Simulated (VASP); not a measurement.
# ZnS in VASP: a series of runs

Runs on ZnS. Level: r2SCAN. Tasks: single point.

Program: VASP 6.6.1. These are calculated values, not measurements. Logs are shortened: lines on timing, memory, paths and dates and some standing lists are left out, and cuts for length are marked.

## 1. The cell of the first run

The structure is cubic, space group F-43m (No. 216). Conventional cell: a = 5.328 Å, b = 5.328 Å, c = 5.328 Å, α = 90.00°, β = 90.00°, γ = 90.00°. Within 3.0 Å of Zn (site symmetry -43m) lie 4 S at 2.31 Å. S (site symmetry -43m) has 4 Zn at 2.31 Å within 3.0 Å.

## 2. Single point, r2SCAN (strain -0.015 along x and y, -0.015 along z)

POSCAR reads:

```
ZnS
1.0
    0.0000000000      2.6640802500      2.6640802500
    2.6640802500      0.0000000000      2.6640802500
    2.6640802500      2.6640802500      0.0000000000
Zn S
1 1
Direct
    0.0000000000      0.0000000000      0.0000000000
    0.7500000000      0.7500000000      0.7500000000
```

INCAR.step1 reads:

```
SYSTEM = ZnS
PREC = Accurate
ENCUT = 520
ISMEAR = 0
SIGMA = 0.05
LREAL = .FALSE.
LASPH = .TRUE.
NELM = 80
NBANDS = 16
GGA = PE
ALGO = Normal
EDIFF = 1E-4
LWAVE = .TRUE.
LCHARG = .FALSE.
```

INCAR.step2 reads:

```
SYSTEM = ZnS
PREC = Accurate
ENCUT = 520
EDIFF = 1E-6
ISMEAR = 0
SIGMA = 0.05
LREAL = .FALSE.
LASPH = .TRUE.
NELM = 80
ALGO = Normal
ISIF = 2
LWAVE = .FALSE.
LCHARG = .TRUE.
METAGGA = R2SCAN
LMIXTAU = .TRUE.
LELF = .TRUE.
LVHAR = .TRUE.
NBANDS = 16
ISTART = 1
```

KPOINTS reads:

```
regular mesh
0
G
  8 8 8
  0 0 0
```

Potentials or basis: VASP PAW PBE potentials, release 64 (Zn, S).

On the command line:

```console
$ cat potpaw_PBE.64/Zn/POTCAR potpaw_PBE.64/S/POTCAR > POTCAR
$ cp INCAR.step1 INCAR
$ mpirun -np 1 vasp_std > vasp.out
$ cp INCAR.step2 INCAR
$ mpirun -np 1 vasp_std > vasp.out
```

OUTCAR:

```text
SYSTEM = ZnS
   PREC = Accurate
   ENCUT = 520
   EDIFF = 1E-6
   ISMEAR = 0
   LREAL = .FALSE.
   LASPH = .TRUE.
   NELM = 80
   ISIF = 2
   METAGGA = R2SCAN
   ISTART = 1

 ion  position               nearest neighbor table
   1  0.000  0.000  0.000-   2 2.31   2 2.31   2 2.31   2 2.31
   2  0.750  0.750  0.750-   1 2.31   1 2.31   1 2.31   1 2.31

  LATTYP: Found a face centered cubic cell.
 ALAT       =     5.3281605000

  Lattice vectors:

 A1 = (   0.0000000000,   2.6640802500,   2.6640802500)
 A2 = (   2.6640802500,   0.0000000000,   2.6640802500)
 A3 = (   2.6640802500,   2.6640802500,   0.0000000000)

Analysis of symmetry for initial positions (statically):
=====================================================================
 Subroutine PRICEL returns:
 Original cell was already a primitive cell.

 Routine SETGRP: Setting up the symmetry group for a
 face centered cubic supercell.

 Subroutine GETGRP returns: Found 24 space group operations
 (whereof 24 operations were pure point group operations)
 out of a pool of 48 trial point group operations.

The static configuration has the point symmetry T_d .

Analysis of symmetry for dynamics (positions and initial velocities):
=====================================================================
 Subroutine PRICEL returns:
 Original cell was already a primitive cell.

 Routine SETGRP: Setting up the symmetry group for a
 face centered cubic supercell.

 Subroutine GETGRP returns: Found 24 space group operations
 (whereof 24 operations were pure point group operations)
 out of a pool of 48 trial point group operations.

The dynamic configuration has the point symmetry T_d .

 Subroutine INISYM returns: Found 24 space group operations
 (whereof 24 operations are pure point group operations),
 and found     1 'primitive' translations

----------------------------------------------------------------------------------------

                                     Primitive cell

  volume of cell :      37.8157

  direct lattice vectors                    reciprocal lattice vectors
     0.000000000  2.664080250  2.664080250    -0.187682034  0.187682034  0.187682034
     2.664080250  0.000000000  2.664080250     0.187682034 -0.187682034  0.187682034
     2.664080250  2.664080250  0.000000000     0.187682034  0.187682034 -0.187682034

  length of vectors
     3.767578421  3.767578421  3.767578421     0.325074819  0.325074819  0.325074819

  position of ions in fractional coordinates (direct lattice)
     0.000000000  0.000000000  0.000000000
     0.750000000  0.750000000  0.750000000

  ion indices of the primitive-cell ions
   primitive index   ion index
                 1           1
                 2           2

----------------------------------------------------------------------------------------

 KPOINTS: regular mesh

Automatic generation of k-mesh.
 Grid dimensions read from file:
 generate k-points for:    8    8    8

 Generating k-lattice:

  Cartesian coordinates                     Fractional coordinates (reciprocal lattice)
    -0.023460254  0.023460254  0.023460254     0.125000000  0.000000000  0.000000000
     0.023460254 -0.023460254  0.023460254     0.000000000  0.125000000  0.000000000
     0.023460254  0.023460254 -0.023460254     0.000000000  0.000000000  0.125000000

  Length of vectors
     0.040634352  0.040634352  0.040634352

  Shift w.r.t. Gamma in fractional coordinates (k-lattice)
     0.000000000  0.000000000  0.000000000

 Subroutine IBZKPT returns following result:
 ===========================================

 Found     29 irreducible k-points:

 Following reciprocal coordinates:
            Coordinates               Weight
  0.000000  0.000000  0.000000      1.000000
  0.125000  0.000000  0.000000      8.000000
  0.250000  0.000000  0.000000      8.000000
  0.375000  0.000000  0.000000      8.000000
  0.500000  0.000000  0.000000      4.000000
  0.125000  0.125000  0.000000      6.000000
[... 16 lines left out ...]
  0.500000  0.250000  0.125000     48.000000
 -0.375000  0.250000  0.125000     24.000000
 [... further k-points ...]
   k-points           NKPTS =     29   k-points in BZ     NKDIM =     29   number of bands    NBANDS=     16
   number of dos      NEDOS =    301   number of ions     NIONS =      2
   total plane-waves  NPLWV =  21952
   dimension x,y,z NGX =    28 NGY =   28 NGZ =   28
   dimension x,y,z NGXF=    56 NGYF=   56 NGZF=   56
   ions per type =               1   1
   NGX,Y,Z   is equivalent  to a cutoff of  12.36, 12.36, 12.36 a.u.
   NGXF,Y,Z  is equivalent  to a cutoff of  24.71, 24.71, 24.71 a.u.
 SYSTEM =  ZnS
   PREC   = accura    normal or accurate (medium, high low for compatibility)
   ISTART =      1    job   : 0-new  1-cont  2-samecut
   ICHARG =      0    charge: 1-file 2-atom 10-const
   ISPIN  =      1    spin polarized calculation?
   LNONCOLLINEAR =      F non collinear calculations
   LSORBIT =      F    spin-orbit coupling
   LASPH  =      T    aspherical Exc in radial PAW
   ENCUT  =  520.0 eV  38.22 Ry    6.18 a.u.   7.01  7.01  7.01*2*pi/ulx,y,z
   NELM   =     80;   NELMIN=  2; NELMDL=  0     # of ELM steps
   EDIFF  = 0.1E-05   stopping-criterion for ELM
   LREAL  =      F    real-space projection
   EDIFFG = 0.1E-04   stopping-criterion for IOM
   NSW    =      0    number of steps for IOM
   IBRION =     -1    ionic relax: 0-MD 1-quasi-New 2-CG
   NFREE  =      0    steps in history (QN), initial steepest desc. (CG)
   ISIF   =      2    stress and relaxation
   ISYM   =      2    0-nonsym 1-usesym 2-fastsym
   POTIM  = 0.5000    time-step for ionic-motion
   TEBEG  =    0.0;   TEEND  =   0.0 temperature during run
   PSTRESS=    0.0 pullay stress
   NELECT =      18.0000    total number of electrons
   NUPDOWN=      -1.0000    fix difference up-down
   EMIN   =  10.00;   EMAX   =-10.00  energy-range for DOS
   EFERMI =   0.00;   METHOD = LEGACY
   ISMEAR =     0;   SIGMA  =   0.05  broadening in eV -4-tet -1-fermi 0-gaus
   EFERMI_NEDOS =   21; number of points for ismear=-14 and -15
   IALGO  =     38    algorithm
   IMIX   =      4    mixing-type and parameters
     AMIX     =   0.40;   BMIX     =  1.00
     AMIX_MAG =   1.60;   BMIX_MAG =  1.00
  volume/ion in A,a.u.               =      18.91       127.60
  Fermi-wavevector in a.u.,A,eV,Ry     =   1.278228  2.415501 22.230112  1.633867
  Thomas-Fermi vector in A             =   2.410783
   LORBIT       =      0    0 simple, 1 ext, 2 COOP (PROOUT), +10 PAW based schemes
   METAGGA = R2SCAN    functional components
   LHFCALC =     F    Hartree Fock is set to
   AEXX    =    0.0000 exact exchange contribution
   IVDW    =     0    specifies the selected vdW correction
   LEPSILON=     F    determine dielectric tensor
   LRPA    =     F    only Hartree local field effects (RPA)
 non-spin polarized calculation
 Gauss-broadening in eV      SIGMA  =   0.05
  energy-cutoff  :      520.00
  volume of cell :       37.82
 maximum number of plane-waves:      1036
   NGX = 13   NGY = 13   NGZ = 13

 number of electron      18.0000019 magnetization

 Free energy of the ion-electron system (eV)
  ---------------------------------------------------
  ext. energy  EPLUGINS =         0.00000000
  ---------------------------------------------------
  free energy    TOTEN  =       -18.85493844 eV

  energy without entropy =      -18.85493844  energy(sigma->0) =      -18.85493844

 E-fermi :   2.4761     XC(G=0): -10.5007

 val. band max:        2.2401640689   @ k =   0.0000   0.0000   0.0000
 cond. band min:       5.1153349417   @ k =   0.0000   0.0000   0.0000
 fundamental gap:      2.8751708728
 Fermi energy:         2.4761451217

 k-point     1 :       0.0000    0.0000    0.0000
  band No.  band energies     occupation
      1     -11.7509      2.00000
      2      -4.4399      2.00000
      3      -4.4399      2.00000
      4      -4.4399      2.00000
      5      -3.8381      2.00000
      6      -3.8381      2.00000
[... 8 lines left out ...]
     15      14.5899      0.00000
     16      15.0442      0.00000

 k-point     2 :       0.1250    0.0000    0.0000
  band No.  band energies     occupation
      1     -11.6225      2.00000
      2      -4.4400      2.00000
      3      -4.4157      2.00000
      4      -4.4157      2.00000
      5      -3.8400      2.00000
      6      -3.8400      2.00000
[... 8 lines left out ...]
     15      13.9630      0.00000
     16      15.8247      0.00000

 k-point     3 :       0.2500    0.0000    0.0000
  band No.  band energies     occupation
      1     -11.2859      2.00000
      2      -4.3938      2.00000
      3      -4.3620      2.00000
      4      -4.3620      2.00000
      5      -3.8366      2.00000
      6      -3.8365      2.00000
[... 8 lines left out ...]
     15      13.7752      0.00000
     16      15.1764      0.00000

 k-point     4 :       0.3750    0.0000    0.0000
  band No.  band energies     occupation
      1     -10.9016      2.00000
      2      -4.3183      2.00000
      3      -4.3182      2.00000
      4      -4.1654      2.00000
      5      -3.8182      2.00000
      6      -3.8181      2.00000
[... 8 lines left out ...]
     15      15.0077      0.00000
     16      15.0078      0.00000
[... 324 lines left out ...]
 k-point    22 :       0.3750    0.2500    0.1250
  band No.  band energies     occupation
      1     -11.0213      2.00000
      2      -4.4208      2.00000
      3      -4.2870      2.00000
      4      -4.2595      2.00000
      5      -3.8653      2.00000
      6      -3.7952      2.00000
[... 8 lines left out ...]
     15      15.7933      0.00000
     16      18.2757      0.00000

 k-point    23 :       0.5000    0.2500    0.1250
  band No.  band energies     occupation
      1     -10.6993      2.00000
      2      -4.3155      2.00000
      3      -4.2499      2.00000
      4      -4.0963      2.00000
      5      -3.8204      2.00000
      6      -3.7671      2.00000
[... 8 lines left out ...]
     15      16.9752      0.00000
     16      17.4682      0.00000

 k-point    24 :      -0.3750    0.2500    0.1250
  band No.  band energies     occupation
      1     -10.5545      2.00000
      2      -4.2927      2.00000
      3      -4.2246      2.00000
      4      -3.9125      2.00000
      5      -3.8268      2.00000
      6      -3.5516      2.00000
[... 8 lines left out ...]
     15      16.5525      0.00000
     16      17.4666      0.00000

 [... further k-points ...]

------------------------ aborting loop because EDIFF is reached ----------------------------------------

  FORCE on cell =-STRESS in cart. coord.  units (eV):
  Direction    XX          YY          ZZ          XY          YZ          ZX
  --------------------------------------------------------------------------------------
  -------------------------------------------------------------------------------------
  Total        0.6837364      0.6837364      0.6837364     -0.0000000      0.0000000      0.0000000
  in kB       28.9685927     28.9685927     28.9685927     -0.0000000      0.0000000      0.0000000
  external PRESSURE =      28.9685927 kB  Pullay stress =       0.0000000 kB

 VOLUME and BASIS-vectors are now :
 -----------------------------------------------------------------------------
  energy-cutoff  :      520.00
  volume of cell :       37.82
      direct lattice vectors                 reciprocal lattice vectors
     0.000000000  2.664080250  2.664080250    -0.187682034  0.187682034  0.187682034
     2.664080250  0.000000000  2.664080250     0.187682034 -0.187682034  0.187682034
     2.664080250  2.664080250  0.000000000     0.187682034  0.187682034 -0.187682034

 POSITION                                       TOTAL-FORCE (eV/Angst)
 -----------------------------------------------------------------------------------
      0.00000      0.00000      0.00000        -0.000000     -0.000000     -0.000000
      3.99612      3.99612      3.99612         0.000000      0.000000      0.000000
 -----------------------------------------------------------------------------------
    total drift:                               -0.000012     -0.000012     -0.000012

  FREE ENERGIE OF THE ION-ELECTRON SYSTEM (eV)
  ---------------------------------------------------
  free  energy   TOTEN  =       -18.8549384423 eV

  energy  without entropy=      -18.8549384423  energy(sigma->0) =      -18.85493844
```

It took 38 s on 1 thread of Intel Xeon 6975P-C (Granite Rapids), shared host; peak memory 0.17 GiB.

Results:

- Free energy: -18.8549 eV
- Pressure: 2.9 GPa
- Band gap on the k mesh: 2.88 eV

Levels at points of the mesh, in eV from the valence-band top:
```
           k point  band 6  band 7  band 8  band 9  band 10  band 11  band 12  band 13
(0.00, 0.00, 0.00)   -6.08    0.00    0.00    0.00     2.88     6.87     6.87     6.87
(0.50, 0.00, 0.00)   -5.87   -5.69   -0.95   -0.95     3.90     7.36     7.36     9.58
(0.50, 0.50, 0.00)   -5.85   -4.79   -2.44   -2.44     3.63     4.47    12.10    13.12
```

Caveat: the cell differs from its parent crystal (strain -0.015 along x and y, -0.015 along z); the PAW data sets were made with another functional, which shifts forces and pressure a little.

## 3. Single point, r2SCAN (strain +0.015 along x and y, +0.015 along z)

POSCAR reads:

```
ZnS
1.0
    0.0000000000      2.7452197500      2.7452197500
    2.7452197500      0.0000000000      2.7452197500
    2.7452197500      2.7452197500      0.0000000000
Zn S
1 1
Direct
    0.0000000000      0.0000000000      0.0000000000
    0.7500000000      0.7500000000      0.7500000000
```

INCAR.step1 reads:

```
PREC = Accurate
ENCUT = 520
ISMEAR = 0
SIGMA = 0.05
LREAL = False
LASPH = True
NELM = 80
NBANDS = 16
GGA = PE
ALGO = Normal
EDIFF = 1E-4
LWAVE = True
LCHARG = False
```

INCAR.step2 reads:

```
PREC = Accurate
ENCUT = 520
EDIFF = 1E-6
ISMEAR = 0
SIGMA = 0.05
LREAL = False
LASPH = True
NELM = 80
ALGO = Normal
ISIF = 2
LWAVE = False
LCHARG = False
METAGGA = R2SCAN
LMIXTAU = True
NBANDS = 16
ISTART = 1
```

KPOINTS reads:

```
regular mesh
0
Gamma
  8 8 8
```

Potentials or basis: VASP PAW PBE potentials, release 64 (Zn, S).

On the command line:

```console
$ cat potpaw_PBE.64/Zn/POTCAR potpaw_PBE.64/S/POTCAR > POTCAR
$ cp INCAR.step1 INCAR
$ mpirun -np 1 vasp_std > vasp.out
$ cp INCAR.step2 INCAR
$ mpirun -np 1 vasp_std > vasp.out
```

It took 39 s on 1 thread of Intel Xeon 6975P-C (Granite Rapids), shared host; peak memory 0.17 GiB.

Results (log left out):

* Free energy: -18.8378 eV
* Pressure: -3.9 GPa
* Band gap on the k mesh: 2.46 eV

Levels at points of the mesh, in eV from the valence-band top:
| k point | band 5 | band 6 | band 7 | band 8 | band 9 | band 10 | band 11 | band 12 | band 13 | band 14 |
| --- | --- | --- | --- | --- | --- | --- | --- | --- | --- | --- |
| (0.00, 0.00, 0.00) | -5.84 | -5.84 | 0.00 | 0.00 | 0.00 | 2.46 | 6.93 | 6.93 | 6.93 | 12.24 |
| (0.50, 0.00, 0.00) | -5.81 | -5.66 | -5.08 | -0.82 | -0.82 | 3.71 | 7.42 | 7.42 | 9.22 | 12.61 |
| (0.50, 0.50, 0.00) | -5.77 | -5.64 | -4.42 | -2.11 | -2.11 | 3.83 | 4.48 | 11.40 | 12.49 | 12.49 |

Caveat: the cell differs from its parent crystal (strain +0.015 along x and y, +0.015 along z); the cell stands under tension; the PAW data sets were made with another functional, which shifts forces and pressure a little.

## 4. Single point, r2SCAN (strain +0.030 along x and y, +0.030 along z)

POSCAR reads:

```
ZnS
1.0
    0.0000000000      2.7857895000      2.7857895000
    2.7857895000      0.0000000000      2.7857895000
    2.7857895000      2.7857895000      0.0000000000
Zn S
1 1
Direct
    0.0000000000      0.0000000000      0.0000000000
    0.7500000000      0.7500000000      0.7500000000
```

INCAR.step1 reads:

```
SYSTEM = ZnS
PREC = Accurate ; ENCUT = 520
ISMEAR = 0 ; SIGMA = 0.05
LREAL = .False. ; LASPH = .True.
NELM = 80 ; NBANDS = 16
GGA = PE ; ALGO = Normal
EDIFF = 1E-4 ; LWAVE = .True.
LCHARG = .False.
```

INCAR.step2 reads:

```
SYSTEM = ZnS
PREC = Accurate ; ENCUT = 520
EDIFF = 1E-7 ; ISMEAR = 0
SIGMA = 0.05 ; LREAL = .False.
LASPH = .True. ; NELM = 80
ALGO = Normal ; ISIF = 2
LWAVE = .False. ; LCHARG = .False.
METAGGA = R2SCAN ; LMIXTAU = .True.
NBANDS = 16 ; ISTART = 1
```

KPOINTS reads:

```
regular mesh
0
Gamma
  8 8 8
  0 0 0
```

On the command line:

```console
$ cat potpaw_PBE.64/Zn/POTCAR potpaw_PBE.64/S/POTCAR > POTCAR
$ cp INCAR.step1 INCAR
$ mpirun -np 1 vasp_std > vasp.out
$ cp INCAR.step2 INCAR
$ mpirun -np 1 vasp_std > vasp.out
```

Wall time 46 s (1 thread of Intel Xeon 6975P-C (Granite Rapids), shared host); peak memory 0.18 GiB.

Results (log left out):

| Item | Value |
| --- | --- |
| Free energy | -18.7779 eV |
| Pressure | -6.3 GPa |
| Band gap on the k mesh | 2.26 eV |

Levels at points of the mesh, in eV from the valence-band top:
| k point | band 6 | band 7 | band 8 | band 9 | band 10 | band 11 | band 12 | band 13 |
| --- | --- | --- | --- | --- | --- | --- | --- | --- |
| (0.00, 0.00, 0.00) | -5.75 | 0.00 | 0.00 | 0.00 | 2.26 | 6.95 | 6.95 | 6.95 |
| (0.50, 0.00, 0.00) | -5.58 | -4.80 | -0.76 | -0.76 | 3.62 | 7.43 | 7.43 | 9.03 |
| (0.50, 0.50, 0.00) | -5.57 | -4.25 | -1.96 | -1.96 | 3.91 | 4.46 | 11.08 | 12.17 |

Caveat: the cell differs from its parent crystal (strain +0.030 along x and y, +0.030 along z); the cell stands under tension; the PAW data sets were made with another functional, which shifts forces and pressure a little.

## 5. Single point, r2SCAN (strain -0.030 along x and y, -0.015 along z)

POSCAR reads:

```
ZnS
1.0
    0.0000000000      2.6235105000      2.6640802500
    2.6235105000      0.0000000000      2.6640802500
    2.6235105000      2.6235105000      0.0000000000
Zn S
1 1
Direct
    0.0000000000      0.0000000000      0.0000000000
    0.7500000000      0.7500000000      0.7500000000
```

INCAR.step1 reads:

```
ALGO     = Normal         # electronic algorithm
EDIFF    = 1E-4           # SCF threshold, eV
ENCUT    = 520            # plane-wave cutoff, eV
GGA      = PE             # functional
ISMEAR   = 0              # smearing method
LASPH    = True           # aspherical terms in the spheres
LCHARG   = False          # write CHGCAR
LREAL    = False          # projectors in reciprocal space
LWAVE    = True           # write WAVECAR
NBANDS   = 16             # bands
NELM     = 100            # most SCF steps
PREC     = Accurate       # precision mode
SIGMA    = 0.05           # smearing width, eV
```

INCAR.step2 reads:

```
ALGO     = Normal         # electronic algorithm
EDIFF    = 1E-6           # SCF threshold, eV
ENCUT    = 520            # plane-wave cutoff, eV
ISIF     = 2              # what is computed and relaxed
ISMEAR   = 0              # smearing method
ISTART   = 1            
LASPH    = True           # aspherical terms in the spheres
LCHARG   = False          # write CHGCAR
LMIXTAU  = True         
LREAL    = False          # projectors in reciprocal space
LWAVE    = False          # write WAVECAR
METAGGA  = R2SCAN         # meta-GGA
NBANDS   = 16             # bands
NELM     = 100            # most SCF steps
PREC     = Accurate       # precision mode
SIGMA    = 0.05           # smearing width, eV
```

KPOINTS reads:

```
k-points
0
Gamma
  8 8 8
```

On the command line:

```console
$ cat potpaw_PBE.64/Zn/POTCAR potpaw_PBE.64/S/POTCAR > POTCAR
$ cp INCAR.step1 INCAR
$ mpirun -np 1 vasp_std > vasp.out
$ cp INCAR.step2 INCAR
$ mpirun -np 1 vasp_std > vasp.out
```

Run time: 61 s. Hardware: 1 thread of Intel Xeon 6975P-C (Granite Rapids), shared host; peak memory 0.18 GiB.

The run converged. Its results:

```yaml
Free_energy: -18.8233 eV
Pressure: 5.9 GPa
Band_gap_on_the_k_mesh: 3.00 eV
```

Stress tensor (GPa, compression positive):
```
6.12 0.00 0.00
0.00 6.12 0.00
0.00 0.00 5.44
```

Levels at points of the mesh, in eV from the valence-band top:
| k point | band 7 | band 8 | band 9 | band 10 | band 11 | band 12 |
| --- | --- | --- | --- | --- | --- | --- |
| (0.00, 0.00, 0.00) | -0.06 | 0.00 | 0.00 | 3.00 | 6.81 | 6.82 |
| (0.50, 0.00, 0.00) | -5.89 | -1.07 | -0.97 | 3.94 | 7.25 | 7.39 |
| (0.50, 0.50, 0.00) | -5.00 | -2.53 | -2.53 | 3.60 | 4.54 | 12.21 |
| (0.50, 0.00, 0.50) | -4.90 | -2.64 | -2.60 | 3.51 | 4.38 | 12.40 |

Caveat: the cell differs from its parent crystal (strain -0.030 along x and y, -0.015 along z); the cell stands under pressure; the PAW data sets were made with another functional, which shifts forces and pressure a little.

(Part 1 of 2 ends here.)
